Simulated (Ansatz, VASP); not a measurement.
LiCl in VASP and in Ansatz

File INCAR:

```
PREC = Accurate
ENCUT = 520
EDIFF = 1E-7
ISMEAR = 0
SIGMA = 0.05
LREAL = F
LASPH = T
NELM = 60
ALGO = Normal
ISIF = 2
LWAVE = F
LCHARG = F
GGA = PE
NBANDS = 12
```

Contents of KPOINTS:

```
Automatic mesh
0
Gamma
  8 8 8
```

POSCAR

```
LiCl
1.0
    0.0000000000      2.6929980000      2.4365220000
    2.6929980000      0.0000000000      2.4365220000
    2.6929980000      2.6929980000      0.0000000000
Li Cl
1 1
Direct
    0.0000000000      0.0000000000      0.0000000000
    0.5000000000      0.5000000000      0.5000000000
```

Input for Ansatz:

```yaml
crystal:
  lattice:
    - [0.0, 2.692998, 2.436522]
    - [2.692998, 0.0, 2.436522]
    - [2.692998, 2.692998, 0.0]
  atoms:
    - { symbol: Li, position: [0.0, 0.0, 0.0] }
    - { symbol: Cl, position: [0.5, 0.5, 0.5] }
basis:
  ecutwfc: 420
kpoints:
  mp_grid: { grid: [8, 8, 8] }
hamiltonian:
  xc: pbe
scf:
  occupations: { method: gaussian, width: 0.05 }
output:
  forces: true
  stress: true
  eigenvalues: true
```

Change from the starting cell: strain +0.050 along x and y, -0.050 along z, atoms carried along.

Alike in both runs: task single point; functional PBE; k mesh 8 × 8 × 8; occupations gaussian, width 0.05 eV; no spin polarisation.

```csv
,VASP,Ansatz
version,VASP 6.6.1,Ansatz 0.2.0
potentials or method,"VASP PAW PBE potentials, release 64 (Li_sv, Cl), cutoff 520 eV","scalar-relativistic, plane waves, PAW"
valence electrons in the cell,10,10
```

Ansatz gave:

- gap on the k mesh at the Fermi level (eV): 5.99
- least direct gap on the mesh (eV): 5.99

Question: Estimate VASP's values.

Answer: gap on the k mesh at the Fermi level (eV): 6.00; least direct gap on the mesh (eV): 6.00.

Noted on VASP's run: the cutoff is short for stress, so the pressure is rough.
